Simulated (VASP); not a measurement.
# W4S9 (a cell with a defect) in VASP: notebook

The runs below take W4S9 (a cell with a defect) through single point, with PBE.

Everything below comes from runs of VASP 6.6.1. Logs are shortened: lines on timing, memory, paths and dates and some standing lists are left out, and cuts for length are marked.

## 1. The cell of the first run

The cell holds a defect, 13 atoms: a = 6.375 Å, b = 6.375 Å, c = 8.332 Å, α = 67.50°, β = 67.50°, γ = 60.00°.

## 2. Single point, PBE

Contents of INCAR:

```
ALGO = Normal
EDIFF = 1E-6
ENCUT = 520
GGA = PE
ISIF = 2
ISMEAR = 0
LASPH = True
LCHARG = False
LREAL = False
LWAVE = False
NBANDS = 67
NELM = 60
PREC = Accurate
SIGMA = 0.02
```

Contents of KPOINTS:

```
k-points
0
Gamma
  3 3 3
```

Contents of POSCAR:

```
W4S9
1.0
    3.1877474230      5.5213404984      0.0000000000
    6.3754948460      0.0000000000      0.0000000000
    3.1877474230      1.8404468328     -7.4744429926
W S
4 9
Direct
   -0.0064552917      0.0046777421      0.9998125623
    0.0011070568      0.5037656950      0.9940534709
    0.5019458518      0.0047441938      0.9999838125
    0.5019515564      0.4960026129      1.0000014727
    0.4059767071      0.4052558990      0.7862147060
    0.3992178062      0.9014246624      0.8005879510
    0.9025190018      0.4052611555      0.7861554374
    0.9025275679      0.9087677540      0.7861482128
    0.2579192684      0.2682013565      0.2083553251
    0.2635186769      0.7662520282      0.2066773406
    0.7656207870      0.2681575961      0.2081673513
    0.7656200762      0.7607663555      0.2081434030
    0.4879608323      0.9868410936      0.5407328685
```

Potentials or basis: VASP PAW PBE potentials, release 64 (W_sv, S).

The run is started by

```console
$ cat potpaw_PBE.64/W_sv/POTCAR potpaw_PBE.64/S/POTCAR > POTCAR
$ mpirun -np 1 vasp_std > vasp.out
```

OUTCAR:

```text
EDIFF = 1E-6
   ENCUT = 520
   GGA = PE
   ISIF = 2
   ISMEAR = 0
   LASPH = True
   LREAL = False
   NELM = 60
   PREC = Accurate

 ion  position               nearest neighbor table
   1  0.994  0.005  1.000-   6 2.39  12 2.41  11 2.41   7 2.42   8 2.42  10 2.43   4 3.13   3 3.13
                             2 3.19   2 3.19   3 3.24   4 3.24
   2  0.001  0.504  0.994-   5 2.42  12 2.42  11 2.42   7 2.42   8 2.42   9 2.42   3 3.19   4 3.19
                             1 3.19   1 3.19   4 3.19   3 3.19
   3  0.502  0.005  1.000-   6 2.39  12 2.41   9 2.41   5 2.42   8 2.42  10 2.43   4 3.13   1 3.13
                             2 3.19   2 3.19   1 3.24   4 3.24
   4  0.502  0.496  0.000-   6 2.39  11 2.41   9 2.41   5 2.42   7 2.42  10 2.43   3 3.13   1 3.13
                             2 3.19   2 3.19   1 3.24   3 3.24
   5  0.406  0.405  0.786-   2 2.42   3 2.42   4 2.42
   6  0.399  0.901  0.801-  13 1.94   4 2.39   3 2.39   1 2.39
   7  0.903  0.405  0.786-   2 2.42   1 2.42   4 2.42
   8  0.903  0.909  0.786-   2 2.42   1 2.42   3 2.42
   9  0.258  0.268  0.208-   4 2.41   3 2.41   2 2.42
  10  0.264  0.766  0.207-   1 2.43   4 2.43   3 2.43
  11  0.766  0.268  0.208-   4 2.41   1 2.41   2 2.42
  12  0.766  0.761  0.208-   3 2.41   1 2.41   2 2.42
  13  0.488  0.987  0.541-   6 1.94

  LATTYP: Found a trigonal (rhomboedric) cell.
 ALAT       =     8.3316430689
 COS(alpha) =     0.7072233146

  Lattice vectors:

 A1 = (   0.0000000000,  -3.6808936656,  -7.4744429926)
 A2 = (  -3.1877474230,   1.8404468328,  -7.4744429926)
 A3 = (   3.1877474230,   1.8404468328,  -7.4744429926)

Analysis of symmetry for initial positions (statically):
=====================================================================
 Subroutine PRICEL returns:
 Original cell was already a primitive cell.

 Routine SETGRP: Setting up the symmetry group for a
 trigonal (rhombohedral) supercell.

 Subroutine GETGRP returns: Found  1 space group operations
 (whereof  1 operations were pure point group operations)
 out of a pool of 12 trial point group operations.

The static configuration has the point symmetry C_1 .

Analysis of symmetry for dynamics (positions and initial velocities):
=====================================================================
 Subroutine PRICEL returns:
 Original cell was already a primitive cell.

 Routine SETGRP: Setting up the symmetry group for a
 trigonal (rhombohedral) supercell.

 Subroutine GETGRP returns: Found  1 space group operations
 (whereof  1 operations were pure point group operations)
 out of a pool of 12 trial point group operations.

The dynamic configuration has the point symmetry C_1 .

 Subroutine INISYM returns: Found  1 space group operations
 (whereof  1 operations are pure point group operations),
 and found     1 'primitive' translations

----------------------------------------------------------------------------------------

                                     Primitive cell

  volume of cell :     263.1099

  direct lattice vectors                    reciprocal lattice vectors
     3.187747423  5.521340498  0.000000000     0.000000000  0.181115438  0.044596411
     6.375494846  0.000000000  0.000000000     0.156850570 -0.090557719  0.044596411
     3.187747423  1.840446833 -7.474442993     0.000000000  0.000000000 -0.133789234

  length of vectors
     6.375494846  6.375494846  8.331643069     0.186525177  0.186525177  0.133789234

  position of ions in fractional coordinates (direct lattice)
     0.993544708  0.004677742  0.999812562
     0.001107057  0.503765695  0.994053471
     0.501945852  0.004744194  0.999983812
     0.501951556  0.496002613  0.000001473
     0.405976707  0.405255899  0.786214706
     0.399217806  0.901424662  0.800587951
     0.902519002  0.405261155  0.786155437
     0.902527568  0.908767754  0.786148213
     0.257919268  0.268201357  0.208355325
     0.263518677  0.766252028  0.206677341
     0.765620787  0.268157596  0.208167351
     0.765620076  0.760766356  0.208143403
     0.487960832  0.986841094  0.540732869

  ion indices of the primitive-cell ions
   primitive index   ion index
                 1           1
                 2           2
[... 25 lines left out ...]
     0.000000000  0.000000000 -0.044596411     0.000000000  0.000000000  0.333333333

  Length of vectors
     0.062175059  0.062175059  0.044596411

  Shift w.r.t. Gamma in fractional coordinates (k-lattice)
     0.000000000  0.000000000  0.000000000

 Subroutine IBZKPT returns following result:
 ===========================================

 Found     14 irreducible k-points:

 Following reciprocal coordinates:
            Coordinates               Weight
  0.000000  0.000000  0.000000      1.000000
  0.333333  0.000000  0.000000      2.000000
  0.000000  0.333333 -0.000000      2.000000
 -0.333333 -0.333333 -0.333333      2.000000
  0.333333  0.333333  0.000000      2.000000
  0.000000  0.333333  0.333333      2.000000
 -0.333333  0.000000 -0.333333      2.000000
 -0.333333  0.333333 -0.000000      2.000000
 -0.333333  0.333333  0.333333      2.000000
 -0.333333  0.333333 -0.333333      2.000000
  0.000000  0.000000  0.333333      2.000000
 -0.333333  0.000000  0.333333      2.000000
 -0.000000 -0.333333  0.333333      2.000000
  0.333333  0.333333 -0.333333      2.000000
   k-points           NKPTS =     14   k-points in BZ     NKDIM =     14   number of bands    NBANDS=     67
   number of dos      NEDOS =    301   number of ions     NIONS =     13
   total plane-waves  NPLWV = 147456
   dimension x,y,z NGX =    48 NGY =   48 NGZ =   64
   dimension x,y,z NGXF=    96 NGYF=   96 NGZF=  128
   ions per type =               4   9
   NGX,Y,Z   is equivalent  to a cutoff of  12.52, 12.52, 12.77 a.u.
   NGXF,Y,Z  is equivalent  to a cutoff of  25.03, 25.03, 25.54 a.u.
 SYSTEM =  unknown system
   PREC   = accura    normal or accurate (medium, high low for compatibility)
   ISTART =      0    job   : 0-new  1-cont  2-samecut
   ICHARG =      2    charge: 1-file 2-atom 10-const
   ISPIN  =      1    spin polarized calculation?
   LNONCOLLINEAR =      F non collinear calculations
   LSORBIT =      F    spin-orbit coupling
   LASPH  =      T    aspherical Exc in radial PAW
   ENCUT  =  520.0 eV  38.22 Ry    6.18 a.u.  11.85 11.85 15.49*2*pi/ulx,y,z
   NELM   =     60;   NELMIN=  2; NELMDL= -5     # of ELM steps
   EDIFF  = 0.1E-05   stopping-criterion for ELM
   LREAL  =      F    real-space projection
   EDIFFG = 0.1E-04   stopping-criterion for IOM
   NSW    =      0    number of steps for IOM
   IBRION =     -1    ionic relax: 0-MD 1-quasi-New 2-CG
   NFREE  =      0    steps in history (QN), initial steepest desc. (CG)
   ISIF   =      2    stress and relaxation
   ISYM   =      2    0-nonsym 1-usesym 2-fastsym
   POTIM  = 0.5000    time-step for ionic-motion
   TEBEG  =    0.0;   TEEND  =   0.0 temperature during run
   PSTRESS=    0.0 pullay stress
   NELECT =     110.0000    total number of electrons
   NUPDOWN=      -1.0000    fix difference up-down
   EMIN   =  10.00;   EMAX   =-10.00  energy-range for DOS
   EFERMI =   0.00;   METHOD = LEGACY
   ISMEAR =     0;   SIGMA  =   0.02  broadening in eV -4-tet -1-fermi 0-gaus
   EFERMI_NEDOS =   21; number of points for ismear=-14 and -15
   IALGO  =     38    algorithm
   IMIX   =      4    mixing-type and parameters
     AMIX     =   0.40;   BMIX     =  1.00
     AMIX_MAG =   1.60;   BMIX_MAG =  1.00
  volume/ion in A,a.u.               =      20.24       136.58
  Fermi-wavevector in a.u.,A,eV,Ry     =   1.224127  2.313265 20.388167  1.498488
  Thomas-Fermi vector in A             =   2.359213
   LORBIT       =      0    0 simple, 1 ext, 2 COOP (PROOUT), +10 PAW based schemes
   GGA     = PE    functional components
   LHFCALC =     F    Hartree Fock is set to
   AEXX    =    0.0000 exact exchange contribution
   IVDW    =     0    specifies the selected vdW correction
   LEPSILON=     F    determine dielectric tensor
   LRPA    =     F    only Hartree local field effects (RPA)
 non-spin polarized calculation
 Gauss-broadening in eV      SIGMA  =   0.02
  energy-cutoff  :      520.00
  volume of cell :      263.11
 maximum number of plane-waves:      7114
   NGX = 23   NGY = 23   NGZ = 31

 number of electron     110.0000001 magnetization

 Free energy of the ion-electron system (eV)
  ---------------------------------------------------
  ext. energy  EPLUGINS =         0.00000000
  ---------------------------------------------------
  free energy    TOTEN  =       -97.33596024 eV

  energy without entropy =      -97.33596024  energy(sigma->0) =      -97.33596024

 E-fermi :   5.4358     XC(G=0):  -9.9502

 val. band max:        5.3052587170   @ k =  -0.3333   0.3333   0.3333
 cond. band min:       6.7426947334   @ k =  -0.3333   0.3333   0.3333
 fundamental gap:      1.4374360164
 Fermi energy:         5.4358107191

 k-point     1 :       0.0000    0.0000    0.0000
  band No.  band energies     occupation
      1     -68.9267      2.00000
      2     -68.9120      2.00000
      3     -68.9090      2.00000
      4     -68.9085      2.00000
      5     -33.3804      2.00000
      6     -33.3432      2.00000
[... 969 lines left out ...]
     66       8.5900      0.00000
     67       8.8493      0.00000

------------------------ aborting loop because EDIFF is reached ----------------------------------------

  FORCE on cell =-STRESS in cart. coord.  units (eV):
  Direction    XX          YY          ZZ          XY          YZ          ZX
  --------------------------------------------------------------------------------------
  -------------------------------------------------------------------------------------
  Total        1.7598782      1.7439749      4.8478926     -0.0007521     -0.0352126      0.0024746
  in kB       10.7165732     10.6197319     29.5206766     -0.0045797     -0.2144230      0.0150689
  external PRESSURE =      16.9523272 kB  Pullay stress =       0.0000000 kB

 VOLUME and BASIS-vectors are now :
 -----------------------------------------------------------------------------
  energy-cutoff  :      520.00
  volume of cell :      263.11
      direct lattice vectors                 reciprocal lattice vectors
     3.187747423  5.521340498  0.000000000     0.000000000  0.181115438  0.044596411
     6.375494846  0.000000000  0.000000000     0.156850570 -0.090557719  0.044596411
     3.187747423  1.840446833 -7.474442993     0.000000000  0.000000000 -0.133789234

 POSITION                                       TOTAL-FORCE (eV/Angst)
 -----------------------------------------------------------------------------------
      6.38414      7.32580     -7.47304        -0.000889     -0.014498     -0.005501
      6.38408      1.83561     -7.43000         0.000261     -0.002844      0.003028
      4.81802      4.61183     -7.47432         0.007249      0.011724     -0.005664
      4.76236      2.77145     -0.00001        -0.007430      0.010915     -0.005880
      6.38411      3.68852     -5.87652         0.000030      0.003739      0.004427
      9.57171      3.67766     -5.98395         0.000089      0.000470      0.186017
      7.96681      6.42999     -5.87607         0.000314     -0.001179      0.001360
     11.17692      6.43003     -5.87602        -0.000391     -0.001256      0.000870
      3.19628      1.80753     -1.55734         0.000114     -0.000767     -0.000051
      6.38410      1.83535     -1.54480        -0.000080      0.002314     -0.002495
      4.81383      4.61037     -1.55594         0.001331      0.000497     -0.003389
      7.95437      4.61033     -1.55576        -0.001290      0.000488     -0.004079
      9.57082      3.68939     -4.04168         0.000692     -0.009603     -0.168642
 -----------------------------------------------------------------------------------
    total drift:                               -0.000320     -0.000368      0.000064

  FREE ENERGIE OF THE ION-ELECTRON SYSTEM (eV)
  ---------------------------------------------------
  free  energy   TOTEN  =       -97.3359602439 eV

  energy  without entropy=      -97.3359602439  energy(sigma->0) =      -97.33596024
```

Wall time 2.9 min (1 thread of Intel Xeon 6975P-C (Granite Rapids), shared host); peak memory 0.45 GiB.

Results:

* Free energy: -97.3360 eV
* Pressure: 1.7 GPa
* Largest force: 0.186 eV/Å
* Band gap on the k mesh: 1.44 eV

Forces in eV/Å, atoms in the order of the input:
```
W   -0.001 -0.014 -0.006
W    0.000 -0.003  0.003
W    0.007  0.012 -0.006
W   -0.007  0.011 -0.006
S    0.000  0.004  0.004
S    0.000  0.000  0.186
S    0.000 -0.001  0.001
S    0.000 -0.001  0.001
S    0.000 -0.001  0.000
S    0.000  0.002 -0.002
S    0.001  0.000 -0.003
S   -0.001  0.000 -0.004
S    0.001 -0.010 -0.169
```

Caveat: spin-orbit coupling is left out, which moves the levels of the heavy elements.

## 3. Single point, PBE (with an interstitial atom, then relaxed in part)

Contents of INCAR:

```
PREC = Accurate
ENCUT = 520
EDIFF = 1E-7
ISMEAR = 0
SIGMA = 0.02
LREAL = False
LASPH = True
NELM = 60
ALGO = Normal
ISIF = 2
LWAVE = False
LCHARG = False
GGA = PE
NBANDS = 67
```

Contents of KPOINTS:

```
regular mesh
0
Gamma
  3 3 3
```

Contents of POSCAR:

```
W4S9
1.0
    3.1877474230      5.5213404984      0.0000000000
    6.3754948460      0.0000000000      0.0000000000
    3.1877474230      1.8404468328     -7.4744429926
W S
4 9
Direct
   -0.0074289374      0.0214941859      0.9932065066
   -0.0073495382      0.5299010935      0.9933954504
    0.4916798166      0.0290564558      0.9874475124
    0.4839322103      0.5298952885      0.9933778093
    0.3931588060      0.4339262549      0.7796086765
    0.3931625295      0.9304770941      0.7795422238
    0.8893757223      0.4271673675      0.7939819049
    0.8966705017      0.9304684546      0.7795494114
    0.2561302046      0.2858687467      0.2017492526
    0.2560762979      0.7935695001      0.2015373420
    0.7541580180      0.2914682110      0.2000712785
    0.7486603230      0.7935702547      0.2015612981
    0.9750713024      0.5159104207      0.5341267856
```

Potentials or basis: VASP PAW PBE potentials, release 64 (W_sv, S).

The run is started by

```console
$ cat potpaw_PBE.64/W_sv/POTCAR potpaw_PBE.64/S/POTCAR > POTCAR
$ mpirun -np 1 vasp_std > vasp.out
```

Run time: 2.5 min. Hardware: 1 thread of Intel Xeon 6975P-C (Granite Rapids), shared host; peak memory 0.46 GiB.

It converged, with:

```
Free energy            : -97.3360 eV
Pressure               : 1.7 GPa
Largest force          : 0.186 eV/Å
Band gap on the k mesh : 1.44 eV
```

Forces on the atoms (eV/Å):
```
W   -0.012  0.008 -0.005
W    0.013  0.001 -0.006
W   -0.003  0.001  0.003
W    0.007 -0.012 -0.006
S    0.003 -0.002  0.004
S   -0.001  0.001  0.001
S    0.000  0.000  0.186
S   -0.001  0.000  0.001
S   -0.001  0.000  0.000
S    0.001  0.001 -0.004
S    0.002 -0.001 -0.002
S    0.000 -0.001 -0.003
S   -0.009  0.004 -0.169
```

Stress tensor (GPa, compression positive):
```
 1.07  0.00 -0.02
 0.00  1.07  0.01
-0.02  0.01  2.95
```

Levels at points of the mesh, in eV from the valence-band top:
```csv
k point,band 52,band 53,band 54,band 55,band 56,band 57,band 58,band 59
"(0.00, 0.00, 0.00)",-1.34,-0.32,-0.32,-0.27,2.55,2.57,2.57,2.62
```

Caveat: the cell differs from its parent crystal (with an interstitial atom, then relaxed in part); spin-orbit coupling is left out, which moves the levels of the heavy elements.

(Continued in part 2 of 2.)
